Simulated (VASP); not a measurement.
Here is a VASP 6.6.1 calculation.

File INCAR:

```
ALGO = Fast
EDIFF = 1E-6
EDIFFG = -0.005
ENCUT = 600
GGA = PS
IBRION = 2
ISIF = 3
ISMEAR = 0
LASPH = True
LCHARG = False
LREAL = False
LWAVE = False
NELM = 80
NSW = 100
PREC = Accurate
SIGMA = 0.1
```

File KPOINTS:

```
k-points
0
Gamma
  8 8 8
```

POSCAR

```
SiMo3
1.0
    4.8890000000      0.0000000000      0.0000000000
    0.0000000000      4.8890000000      0.0000000000
    0.0000000000      0.0000000000      4.8890000000
Si Mo
2 6
Direct
    0.0000000000      0.0000000000      0.0000000000
    0.5000000000      0.5000000000      0.5000000000
    0.2500000000      0.0000000000      0.5000000000
    0.5000000000      0.7500000000      0.0000000000
    0.7500000000      0.0000000000      0.5000000000
    0.5000000000      0.2500000000      0.0000000000
    0.0000000000      0.5000000000      0.7500000000
    0.0000000000      0.5000000000      0.2500000000
```

Potentials or basis: VASP PAW PBE potentials, release 64 (Si, Mo_sv).

Launch:

```bash
$ cat potpaw_PBE.64/Si/POTCAR potpaw_PBE.64/Mo_sv/POTCAR > POTCAR
$ mpirun -np 1 vasp_std > vasp.out
```

(1) What does it give for the relaxed volume?

(2) What does it give for the relaxed cell?

Answers

(1) 14.39 Å³/atom.

(2) a = 4.865 Å, b = 4.865 Å, c = 4.865 Å, α = 90.00°, β = 90.00°, γ = 90.00°.

Caveat: the PAW data sets were made with another functional, which shifts forces and pressure a little.
